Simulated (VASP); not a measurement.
Runs of VASP 6.6.1 on Si3Bi. The structure is that of space group Fm-3m (No. 225), or close to it. The cells are those of the table. The cell was generated, and may not be a known phase.

| task | cell | k mesh | cutoff (eV) | gap on the mesh (eV) | pressure (GPa) | relaxed volume (Å³/atom) |
| --- | --- | --- | --- | --- | --- | --- |
| single point | a = 4.911 Å, angles 60.0°, 4 atoms | 4 × 4 × 4 | 520 | none | (a) | - |
| relaxation of cell and atoms | relaxed from a = 4.776 Å, angles 60.0°, 4 atoms | 12 × 12 × 12 | 600 | - | 0.0 | 19.88 |
| single point | a = 4.827 Å, angles 60.0°, 4 atoms | 12 × 12 × 12 | 520 | none | 0.0 | - |
| single point | a = 4.776 Å, angles 60.0°, 4 atoms | 4 × 4 × 4 | 520 | none | -0.4 | - |
| relaxation of cell and atoms | relaxed from a = 4.911 Å, angles 60.0°, 4 atoms | 4 × 4 × 4 | 600 | - | 0.0 | 19.20 |

Alike in all rows: level PBE; potentials or basis VASP PAW PBE potentials, release 64 (Si, Bi_d); no spin polarisation; smearing gaussian 0.1 eV.

Q: Fill in the values left out.

A: (a) -5.0.

Caveats: some runs use coarse meshes; spin-orbit coupling is left out, which moves the levels of the heavy elements; the highest band is partly filled, so the run has too few bands (at least some runs).

A k mesh can miss the band edges, and the runs leave out spin-orbit coupling on Bi.

A gap of «none» marks levels without a gap at the run's occupations.
